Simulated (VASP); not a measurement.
Wanted: the native input for a VASP 6.6.1 run.

```yaml
Task: relaxation of shape and atoms at fixed volume
Functional: r2SCAN
Potentials_or_basis: VASP PAW PBE potentials, release 64 (W_sv, Si)
Cutoff: 550 eV
k_mesh: 14 × 14 × 14
Occupations: fermi-dirac, width 0.1 eV
Spin: no spin polarisation
Dipole_correction: no
Further_INCAR_settings: ALGO = Normal; EDIFF = 1e-07; IBRION = 2; EDIFFG = -0.005; NSW = 50; ISIF = 4
```

The system is Si2W (MoSi2 type).

```xyz
3
Lattice="-1.4391 1.4391 3.4978 1.4391 -1.4391 3.4978 1.4391 1.4391 -3.4978" Properties=species:S:1:pos:R:3 pbc="T T T"
W     0.0000    0.0000    0.0000
Si    0.0000    0.0000    2.3422
Si    0.0000    0.0000   -2.3422
```

These files were run (other wordings do the same):

POSCAR

```
Si2W
1.0
   -1.4391320756      1.4391320756      3.4977601626
    1.4391320756     -1.4391320756      3.4977601626
    1.4391320756      1.4391320756     -3.4977601626
W Si
1 2
Direct
    0.0000000000      0.0000000000      0.0000000000
    0.3348183476      0.3348183476      0.0000000000
   -0.3348183476     -0.3348183476      0.0000000000
```

INCAR.step1

```
PREC     = Accurate       # precision mode
ENCUT    = 550            # plane-wave cutoff, eV
ISMEAR   = -1             # smearing method
SIGMA    = 0.1            # smearing width, eV
LREAL    = F              # projectors in reciprocal space
LASPH    = T              # aspherical terms in the spheres
NELM     = 120            # most SCF steps
GGA      = PE             # functional
ALGO     = Normal         # electronic algorithm
EDIFF    = 1E-5           # SCF threshold, eV
LWAVE    = T              # write WAVECAR
LCHARG   = F              # write CHGCAR
GGA_COMPAT= F            
IBRION   = 2              # ionic algorithm
ISIF     = 3              # what is computed and relaxed
EDIFFG   = -0.005         # ionic threshold
NELMIN   = 4            
NSW      = 100            # ionic steps
```

INCAR.step2

```
PREC     = Accurate       # precision mode
ENCUT    = 550            # plane-wave cutoff, eV
EDIFF    = 1E-7           # SCF threshold, eV
ISMEAR   = -1             # smearing method
SIGMA    = 0.1            # smearing width, eV
LREAL    = F              # projectors in reciprocal space
LASPH    = T              # aspherical terms in the spheres
NELM     = 120            # most SCF steps
ALGO     = Normal         # electronic algorithm
ISIF     = 4              # what is computed and relaxed
LWAVE    = F              # write WAVECAR
LCHARG   = F              # write CHGCAR
METAGGA  = R2SCAN         # meta-GGA
LMIXTAU  = T            
IBRION   = 2              # ionic algorithm
NSW      = 50             # ionic steps
EDIFFG   = -0.005         # ionic threshold
ISTART   = 1            
GGA_COMPAT= F            
NELMIN   = 4
```

KPOINTS

```
Automatic mesh
0
Gamma
  14 14 14
```

Potentials or basis: VASP PAW PBE potentials, release 64 (W_sv, Si).

The run is started by

```console
$ cat potpaw_PBE.64/W_sv/POTCAR potpaw_PBE.64/Si/POTCAR > POTCAR
$ cp INCAR.step1 INCAR
$ mpirun -np 1 vasp_std > vasp.out
$ cp INCAR.step2 INCAR
$ mpirun -np 1 vasp_std > vasp.out
```

It gave:

- Energy gained by relaxing: 29.3 meV/atom
- Ionic steps: 6
- Pressure after relaxing: 154.1 GPa
- Largest force after relaxing: 0.004 eV/Å
- Band gap on the k mesh: zero (bands 11 and 12 overlap by 2.12 eV)

Caveat: the PAW data sets were made with another functional, which shifts forces and pressure a little; spin-orbit coupling is left out, which moves the levels of the heavy elements.

Run time: 69 min on 1 thread of Intel Xeon 8259CL, with other jobs on the host, peak memory 0.29 GiB.
